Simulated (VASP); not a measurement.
Crystal: MgI2.

```
CELL_PARAMETERS angstrom
4.15721 0.00000 0.00000
-2.07861 3.60025 0.00000
0.00000 0.00000 6.87333
ATOMIC_POSITIONS crystal
Mg 0.00000 0.00000 0.00000
I 0.33333 0.66667 0.24262
I 0.66667 0.33333 0.75738
```

Base run:

| Quantity | Value |
| --- | --- |
| Program | VASP 6.6.1 |
| Functional | r2SCAN |
| Potentials or basis | VASP PAW PBE potentials, release 64 (Mg, I) |
| Cutoff | 660 eV |
| k mesh | 6 × 6 × 4 |
| Occupations | gaussian, width 0.001 eV |
| Spin | no spin polarisation |

Its results: band gap on the k mesh 4.10 eV, indirect (least direct gap 4.48 eV); pressure 0.5 GPa; largest force 0.044 eV/Å.

The run is repeated on the same cell with these changes: occupations from gaussian, width 0.001 eV to gaussian, width 0.01 eV; dispersion from none to D3(BJ). What comes out?

Band gap on the k mesh 4.10 eV, indirect (least direct gap 4.48 eV); pressure -0.1 GPa; largest force 0.040 eV/Å.

Caveats: the PAW data sets were made with another functional, which shifts forces and pressure a little; spin-orbit coupling is left out, which moves the levels of the heavy elements.

A k mesh can miss the band edges.
